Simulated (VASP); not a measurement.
Crystal: TaSi (CsCl type).

```
Ta Si
1.0
     2.96818    0.00000    0.00000
     0.00000    2.96818    0.00000
     0.00000    0.00000    2.96818
Ta Si
1 1
Cartesian
  0.0000 0.0000 0.0000
  1.4841 1.4841 1.4841
```

```yaml
Program: VASP 6.6.1
Task: relaxation of cell and atoms
Functional: PBEsol
Potentials_or_basis: VASP PAW PBE potentials, release 64 (Ta_pv, Si)
Cutoff: 600 eV
k_mesh: 14 × 14 × 14
Occupations: fermi-dirac, width 0.05 eV
Spin: no spin polarisation
```

At the start: pressure 41.8 GPa; volume 13.07 Å³/atom.

Task: Where does the relaxation end?

Result: Over 20 steps the energy falls by 251.4 meV/atom and the volume is 15.28 Å³/atom (+16.9 %); space group Pm-3m (No. 221, to 0.05 Å).

The path:
```csv
step,energy change (eV),largest force (eV/Å),pressure (GPa),volume (Å³)
1,0.0000,0.0000,41.76,26.15
2,0.8588,0.0000,-30.97,41.29
3,-0.4993,0.0000,-2.69,30.98
4,-0.5028,0.0000,-0.42,30.62
5,-0.5028,0.0000,0.18,30.52
6,-0.5028,0.0000,0.18,30.52
7,-0.5028,0.0000,0.18,30.52
8,-0.5028,0.0000,0.18,30.52
9,-0.5028,0.0000,0.17,30.52
10,-0.5028,0.0000,0.17,30.52
11,-0.5028,0.0000,0.17,30.52
12,-0.5028,0.0000,0.17,30.52
13,-0.5028,0.0000,0.17,30.52
14,-0.5028,0.0000,0.17,30.52
15,-0.5028,0.0000,0.17,30.53
16,-0.5028,0.0000,0.17,30.53
17,-0.5028,0.0000,0.17,30.53
18,-0.5029,0.0000,0.13,30.53
19,-0.5029,0.0000,0.08,30.54
20,-0.5029,0.0000,-0.04,30.56
```

Final structure:
```cif
data_structure
_symmetry_space_group_name_H-M 'P 1'
_symmetry_Int_Tables_number 1
_cell_length_a 3.1264
_cell_length_b 3.1264
_cell_length_c 3.1264
_cell_angle_alpha 90.000
_cell_angle_beta 90.000
_cell_angle_gamma 90.000
_cell_volume 30.56
loop_
_atom_site_label
_atom_site_type_symbol
_atom_site_fract_x
_atom_site_fract_y
_atom_site_fract_z
_atom_site_occupancy
Ta1 Ta 0.00000 0.00000 0.00000 1
Si1 Si 0.50000 0.50000 0.50000 1
```

Caveat: the volume moved by over 15 % at a fixed basis, so the end points are rough; the PAW data sets were made with another functional, which shifts forces and pressure a little.
